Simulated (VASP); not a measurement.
The system is FeO.

```xyz
2
Lattice="-1.6021 1.6021 2.0834 1.6021 -1.6021 2.0834 1.6021 1.6021 -2.0834" Properties=species:S:1:pos:R:3 pbc="T T T"
Fe    0.0000    0.0000    0.0000
O     0.0000    0.0000    2.0834
```

Base run:

- Program: VASP 6.6.1
- Functional: PBEsol
- Potentials or basis: VASP PAW PBE potentials, release 64 (Fe, O)
- Cutoff: 520 eV
- k mesh: 12 × 12 × 12
- Occupations: fermi-dirac, width 0.05 eV
- Spin: no spin polarisation

Its results: band gap on the k mesh zero (bands 7 and 8 overlap by 0.90 eV); pressure -36.7 GPa.

Problem. The run is repeated on the same cell with these changes: functional from PBEsol to PBE. What comes out?

Solution. Band gap on the k mesh zero (bands 7 and 8 overlap by 0.88 eV); pressure -29.4 GPa.

PBE binds less tightly than PBEsol, so the same cell stands under more pressure.

Caveats: the cell stands under tension; the run has no spin polarisation, though such a crystal can be magnetic; semilocal functionals often make such compounds metallic where correlation or magnetic order opens a gap, which also shifts bond lengths; the PAW data sets were made with another functional, which shifts forces and pressure a little (at least some runs).
